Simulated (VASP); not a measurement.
# CoO (I4/mmm) in VASP: a series of runs

CoO is run at these levels: PBEsol+U; tasks: single point.

All numbers are computed with VASP 6.6.1; they aren't measurements. Logs are shortened: lines on timing, memory, paths and dates and some standing lists are left out, and cuts for length are marked.

### Step 1. The cell of the first run

It takes space group I4/mmm (No. 139, tetragonal). Conventional cell: a = 3.016 Å, b = 3.016 Å, c = 4.215 Å, α = 90.00°, β = 90.00°, γ = 90.00°. Within 2.8 Å of Co (site symmetry 4/mmm) lie 6 O at 2.11 to 2.13 Å. O (site symmetry 4/mmm) has 6 Co at 2.11 to 2.13 Å within 2.8 Å.

### Step 2. Single point, PBEsol+U, collinear spin, ferromagnetic start

Contents of INCAR:

```
PREC = Accurate
ENCUT = 520
EDIFF = 1E-7
ISMEAR = -1
SIGMA = 0.2
LREAL = F
LASPH = T
NELM = 150
ALGO = Normal
ISIF = 2
LWAVE = F
LCHARG = F
ISPIN = 2
MAGMOM = 2.5 0
LORBIT = 11
LMAXMIX = 4
LDAU = T
LDAUTYPE = 2
LDAUL = 2 -1
LDAUU = 2 0
LDAUJ = 0 0
LDAUPRINT = 1
GGA = PS
NBANDS = 18
```

Contents of KPOINTS:

```
Automatic mesh
0
Gamma
  8 8 8
```

Contents of POSCAR:

```
CoO
1.0
   -1.5080000000      1.5080000000      2.1072500000
    1.5080000000     -1.5080000000      2.1072500000
    1.5080000000      1.5080000000     -2.1072500000
Co O
1 1
Direct
    0.0000000000      0.0000000000      0.0000000000
    0.5000000000      0.5000000000      0.0000000000
```

Potentials or basis: VASP PAW PBE potentials, release 64 (Co, O).

The run is started by

```console
$ cat potpaw_PBE.64/Co/POTCAR potpaw_PBE.64/O/POTCAR > POTCAR
$ mpirun -np 1 vasp_std > vasp.out
```

OUTCAR:

```text
PREC = Accurate
   ENCUT = 520
   EDIFF = 1E-7
   ISMEAR = -1
   LREAL = F
   LASPH = T
   NELM = 150
   ISIF = 2
   ISPIN = 2
   LORBIT = 11
   GGA = PS

 ion  position               nearest neighbor table
   1  0.000  0.000  0.000-   2 2.11   2 2.11   2 2.13   2 2.13   2 2.13   2 2.13
   2  0.500  0.500  0.000-   1 2.11   1 2.11   1 2.13   1 2.13   1 2.13   1 2.13

  LATTYP: Found a body centered tetragonal cell.
 ALAT       =     3.0160000000
 C/A-ratio  =     1.3973806366

  Lattice vectors:

 A1 = (  -1.5080000000,   1.5080000000,   2.1072500000)
 A2 = (   1.5080000000,  -1.5080000000,   2.1072500000)
 A3 = (   1.5080000000,   1.5080000000,  -2.1072500000)

Analysis of symmetry for initial positions (statically):
=====================================================================
 Subroutine PRICEL returns:
 Original cell was already a primitive cell.

 Routine SETGRP: Setting up the symmetry group for a
 body centered tetragonal supercell.

 Subroutine GETGRP returns: Found 16 space group operations
 (whereof 16 operations were pure point group operations)
 out of a pool of 16 trial point group operations.

The static configuration has the point symmetry D_4h.

Analysis of symmetry for dynamics (positions and initial velocities):
=====================================================================
 Subroutine PRICEL returns:
 Original cell was already a primitive cell.

 Routine SETGRP: Setting up the symmetry group for a
 body centered tetragonal supercell.

 Subroutine GETGRP returns: Found 16 space group operations
 (whereof 16 operations were pure point group operations)
 out of a pool of 16 trial point group operations.

The dynamic configuration has the point symmetry D_4h.

Analysis of structural, dynamic, and magnetic symmetry:
=====================================================================
 Subroutine PRICEL returns:
 Original cell was already a primitive cell.

 Routine SETGRP: Setting up the symmetry group for a
 body centered tetragonal supercell.

 Subroutine GETGRP returns: Found 16 space group operations
 (whereof 16 operations were pure point group operations)
 out of a pool of 16 trial point group operations.

The overall configuration has the point symmetry D_4h.

 Subroutine INISYM returns: Found 16 space group operations
 (whereof 16 operations are pure point group operations),
 and found     1 'primitive' translations

----------------------------------------------------------------------------------------

                                     Primitive cell

  volume of cell :      19.1681

  direct lattice vectors                    reciprocal lattice vectors
    -1.508000000  1.508000000  2.107250000     0.000000000  0.331564987  0.237276071
     1.508000000 -1.508000000  2.107250000     0.331564987  0.000000000  0.237276071
     1.508000000  1.508000000 -2.107250000     0.331564987  0.331564987  0.000000000

  length of vectors
     2.998104495  2.998104495  2.998104495     0.407719602  0.407719602  0.468903701

  position of ions in fractional coordinates (direct lattice)
     0.000000000  0.000000000  0.000000000
     0.500000000  0.500000000  0.000000000

  ion indices of the primitive-cell ions
   primitive index   ion index
                 1           1
                 2           2

----------------------------------------------------------------------------------------

[... 61 lines left out ...]
   ISTART =      0    job   : 0-new  1-cont  2-samecut
   ICHARG =      2    charge: 1-file 2-atom 10-const
   ISPIN  =      2    spin polarized calculation?
   LNONCOLLINEAR =      F non collinear calculations
   LSORBIT =      F    spin-orbit coupling
   LASPH  =      T    aspherical Exc in radial PAW
   ENCUT  =  520.0 eV  38.22 Ry    6.18 a.u.   5.57  5.57  5.57*2*pi/ulx,y,z
   NELM   =    150;   NELMIN=  2; NELMDL= -5     # of ELM steps
   EDIFF  = 0.1E-06   stopping-criterion for ELM
   LREAL  =      F    real-space projection
   EDIFFG = 0.1E-05   stopping-criterion for IOM
   NSW    =      0    number of steps for IOM
   IBRION =     -1    ionic relax: 0-MD 1-quasi-New 2-CG
   NFREE  =      0    steps in history (QN), initial steepest desc. (CG)
   ISIF   =      2    stress and relaxation
   ISYM   =      2    0-nonsym 1-usesym 2-fastsym
   POTIM  = 0.5000    time-step for ionic-motion
   TEBEG  =    0.0;   TEEND  =   0.0 temperature during run
   PSTRESS=    0.0 pullay stress
   NELECT =      15.0000    total number of electrons
   NUPDOWN=      -1.0000    fix difference up-down
   EMIN   =  10.00;   EMAX   =-10.00  energy-range for DOS
   EFERMI =   0.00;   METHOD = LEGACY
   ISMEAR =    -1;   SIGMA  =   0.20  broadening in eV -4-tet -1-fermi 0-gaus
   EFERMI_NEDOS =   21; number of points for ismear=-14 and -15
   IALGO  =     38    algorithm
   IMIX   =      4    mixing-type and parameters
     AMIX     =   0.40;   BMIX     =  1.00
     AMIX_MAG =   1.60;   BMIX_MAG =  1.00
  volume/ion in A,a.u.               =       9.58        64.68
  Fermi-wavevector in a.u.,A,eV,Ry     =   1.508617  2.850873 30.965844  2.275925
  Thomas-Fermi vector in A             =   2.619048
   LORBIT       =     11    0 simple, 1 ext, 2 COOP (PROOUT), +10 PAW based schemes
 LDA+U is selected, type is set to LDAUTYPE =  2
   angular momentum for each species LDAUL =     2   -1
   U (eV)           for each species LDAUU =   2.0  0.0
   J (eV)           for each species LDAUJ =   0.0  0.0
   GGA     = PS    functional components
   LHFCALC =     F    Hartree Fock is set to
   AEXX    =    0.0000 exact exchange contribution
   IVDW    =     0    specifies the selected vdW correction
   LEPSILON=     F    determine dielectric tensor
   LRPA    =     F    only Hartree local field effects (RPA)
 spin polarized calculation
  energy-cutoff  :      520.00
  volume of cell :       19.17
 maximum number of plane-waves:       532
 NGX is ok and might be reduce to    24
   NGX = 11   NGY = 11   NGZ = 11

atom =   1  type =  1  l = 2

 onsite density matrix

spin component  1

  0.9964  0.0000  0.0000  0.0000 -0.0000
  0.0000  0.9626  0.0000  0.0000  0.0000
  0.0000  0.0000  0.9942 -0.0000 -0.0000
  0.0000  0.0000 -0.0000  0.9626  0.0000
 -0.0000  0.0000 -0.0000  0.0000  0.9622

spin component  2

  0.1556 -0.0000  0.0000 -0.0000  0.0000
 -0.0000  0.6788  0.0000  0.0000 -0.0000
  0.0000  0.0000  0.1588 -0.0000  0.0000
 -0.0000  0.0000 -0.0000  0.6788  0.0000
  0.0000 -0.0000  0.0000  0.0000  0.6283

 occupancies and eigenvectors

  o =  0.1556  v =  0.0000  0.0000  0.0000  0.0000  0.0000  1.0000  0.0000  0.0000  0.0000  0.0000      0.0000  0.0000  0.0000  0.0000  0.0000  0.0000  0.0000  0.0000  0.0000  0.0000
  o =  0.1588  v =  0.0000  0.0000  0.0000  0.0000  0.0000  0.0000  0.0000  1.0000  0.0000 -0.0000      0.0000  0.0000  0.0000  0.0000  0.0000  0.0000  0.0000  0.0000  0.0000  0.0000
  o =  0.6283  v =  0.0000  0.0000  0.0000  0.0000  0.0000  0.0000  0.0000  0.0000 -0.0000  1.0000      0.0000  0.0000  0.0000  0.0000  0.0000  0.0000  0.0000  0.0000  0.0000  0.0000
  o =  0.6788  v =  0.0000  0.0000  0.0000  0.0000  0.0000  0.0000 -0.3619  0.0000 -0.9322 -0.0000      0.0000  0.0000  0.0000  0.0000  0.0000  0.0000  0.0000  0.0000  0.0000  0.0000
  o =  0.6788  v =  0.0000  0.0000  0.0000  0.0000  0.0000  0.0000  0.9322 -0.0000 -0.3619  0.0000      0.0000  0.0000  0.0000  0.0000  0.0000  0.0000  0.0000  0.0000  0.0000  0.0000
  o =  0.9622  v =  0.0000 -0.0000 -0.0000 -0.0000  1.0000  0.0000  0.0000  0.0000  0.0000  0.0000      0.0000  0.0000  0.0000  0.0000  0.0000  0.0000  0.0000  0.0000  0.0000  0.0000
  o =  0.9626  v =  0.0000  0.1359 -0.0000 -0.9907 -0.0000  0.0000  0.0000  0.0000  0.0000  0.0000      0.0000  0.0000  0.0000  0.0000  0.0000  0.0000  0.0000  0.0000  0.0000  0.0000
  o =  0.9626  v =  0.0000 -0.9907  0.0000 -0.1359 -0.0000  0.0000  0.0000  0.0000  0.0000  0.0000      0.0000  0.0000  0.0000  0.0000  0.0000  0.0000  0.0000  0.0000  0.0000  0.0000
  o =  0.9942  v =  0.0000 -0.0000 -1.0000 -0.0000 -0.0000  0.0000  0.0000  0.0000  0.0000  0.0000      0.0000  0.0000  0.0000  0.0000  0.0000  0.0000  0.0000  0.0000  0.0000  0.0000
  o =  0.9964  v =  1.0000  0.0000  0.0000  0.0000  0.0000  0.0000  0.0000  0.0000  0.0000  0.0000      0.0000  0.0000  0.0000  0.0000  0.0000  0.0000  0.0000  0.0000  0.0000  0.0000

 number of electron      15.0000006 magnetization       2.8940505

 Free energy of the ion-electron system (eV)
  ---------------------------------------------------
  ext. energy  EPLUGINS =         0.00000000
  ---------------------------------------------------
  free energy    TOTEN  =       -13.04512371 eV

  energy without entropy =      -12.73833371  energy(sigma->0) =      -12.89172871

 E-fermi :   7.6473     XC(G=0): -12.6937

 val. band max:        7.6463390822   @ k =  -0.2500   0.2500   0.1250
 cond. band min:       7.6578265296   @ k =   0.1250   0.1250   0.1250
 fundamental gap:      0.0114874475
 Fermi energy:         7.6472854658

 spin component 1

 k-point     1 :       0.0000    0.0000    0.0000
  band No.  band energies     occupation
      1     -12.2553      1.00000
      2       3.5562      1.00000
      3       3.6422      1.00000
      4       3.8706      1.00000
      5       3.9245      1.00000
      6       3.9245      1.00000
[... 1001 lines left out ...]
     17      35.9794      0.00000
     18      37.9499      0.00000

 [... further k-points ...]
[... 5 lines left out ...]
  --------------------------------------------------------------------------------------
  -------------------------------------------------------------------------------------
  Total       -1.1111733     -1.1111733     -0.8442508     -0.0000000      0.0000000      0.0000000
  in kB      -92.8781672    -92.8781672    -70.5672715     -0.0000000      0.0000000      0.0000000
  external PRESSURE =     -85.4412020 kB  Pullay stress =       0.0000000 kB

 VOLUME and BASIS-vectors are now :
 -----------------------------------------------------------------------------
  energy-cutoff  :      520.00
  volume of cell :       19.17
      direct lattice vectors                 reciprocal lattice vectors
    -1.508000000  1.508000000  2.107250000     0.000000000  0.331564987  0.237276071
     1.508000000 -1.508000000  2.107250000     0.331564987  0.000000000  0.237276071
     1.508000000  1.508000000 -2.107250000     0.331564987  0.331564987  0.000000000

 POSITION                                       TOTAL-FORCE (eV/Angst)
 -----------------------------------------------------------------------------------
      0.00000      0.00000      0.00000         0.000000     -0.000000      0.000000
      0.00000      0.00000      2.10725        -0.000000      0.000000     -0.000000
 -----------------------------------------------------------------------------------
    total drift:                               -0.000000      0.000000     -0.000000

  FREE ENERGIE OF THE ION-ELECTRON SYSTEM (eV)
  ---------------------------------------------------
  free  energy   TOTEN  =       -13.0451237143 eV

  energy  without entropy=      -12.7383337119  energy(sigma->0) =      -12.89172871

 total charge

# of ion       s       p       d       tot
------------------------------------------
    1        0.302   0.370   7.153   7.826
    2        1.548   3.417   0.000   4.965
--------------------------------------------------
tot          1.851   3.787   7.153  12.791

 magnetization (x)

# of ion       s       p       d       tot
------------------------------------------
    1        0.020   0.018   2.577   2.615
    2        0.026   0.222   0.000   0.248
--------------------------------------------------
tot          0.046   0.240   2.577   2.863
```

It took 23 s on 1 thread of Intel Xeon 6975P-C (Granite Rapids), shared host; peak memory 0.17 GiB.

Results:

| Property | Result |
| --- | --- |
| Free energy | -13.0451 eV |
| Pressure | -8.5 GPa |
| Net moment | 2.89 μB per cell |
| Site moments | Co +2.62; O +0.25 μB |
| Valence electrons inside the program's atomic spheres | Co 7.83; O 4.96 |

Stress tensor (GPa, compression positive):
```
-9.29  0.00  0.00
 0.00 -9.29  0.00
 0.00  0.00 -7.06
```

Eigenvalues of the final occupation matrices:
```tsv
site	spin	trace	eigenvalues
site 1 d	1	4.88	0.96 0.96 0.96 0.99 1.00
site 1 d	2	2.30	0.16 0.16 0.63 0.68 0.68
```

Caveat: the k points lie up to 0.37 Å⁻¹ apart; the PAW data sets were made with another functional, which shifts forces and pressure a little; a cell with one magnetic atom can't hold antiferromagnetic order, which such compounds often take. The state reached can hang on the start; a lower one may exist.

### Step 3. Single point, PBEsol+U, collinear spin, ferromagnetic start

Contents of INCAR:

```
SYSTEM = CoO
PREC = Accurate
ENCUT = 520
EDIFF = 1E-6
ISMEAR = -1
SIGMA = 0.2
LREAL = .FALSE.
LASPH = .TRUE.
NELM = 150
ALGO = Normal
ISIF = 2
LWAVE = .FALSE.
LCHARG = .TRUE.
ISPIN = 2
MAGMOM = 2.5 0
LORBIT = 11
LMAXMIX = 4
LDAU = .TRUE.
LDAUTYPE = 2
LDAUL = 2 -1
LDAUU = 2 0
LDAUJ = 0 0
LDAUPRINT = 1
GGA = PS
LELF = .TRUE.
LVHAR = .TRUE.
NBANDS = 18
```

Contents of KPOINTS:

```
Automatic mesh
0
G
  9 9 9
  0 0 0
```

POSCAR is that of step 2.

Potentials or basis: VASP PAW PBE potentials, release 64 (Co, O).

The run is started by

```console
$ cat potpaw_PBE.64/Co/POTCAR potpaw_PBE.64/O/POTCAR > POTCAR
$ mpirun -np 1 vasp_std > vasp.out
```

It took 30 s on 1 thread of Intel Xeon 6975P-C (Granite Rapids), shared host; peak memory 0.17 GiB.

Results (log left out):

```
Free energy                                           : -13.0450 eV
Pressure                                              : -8.5 GPa
Net moment                                            : 2.89 μB per cell
Site moments                                          : Co +2.62; O +0.25 μB
Valence electrons inside the program's atomic spheres : Co 7.83; O 4.97
```

Stress tensor (GPa, compression positive):
```
-9.28  0.00  0.00
 0.00 -9.28  0.00
 0.00  0.00 -7.04
```

Levels at points of the mesh, in eV from the Fermi level:
Spin up:
```
           k point  band 6  band 7  band 8  band 9  band 10  band 11  band 12  band 13
(0.00, 0.00, 0.00)   -3.72   -2.85   -2.83   -2.83     1.22    16.90    17.73    17.74
```
Spin down:
```tsv
k point	band 4	band 5	band 6	band 7	band 8	band 9
(0.00, 0.00, 0.00)	-2.33	-1.21	-1.21	-1.07	0.81	0.89
```

Eigenvalues of the final occupation matrices:
```csv
site,spin,trace,eigenvalues
site 1 d,1,4.88,0.96 0.96 0.96 0.99 1.00
site 1 d,2,2.30,0.16 0.16 0.63 0.68 0.68
```

Caveat: the PAW data sets were made with another functional, which shifts forces and pressure a little; a cell with one magnetic atom can't hold antiferromagnetic order, which such compounds often take. The state reached can hang on the start; a lower one may exist.
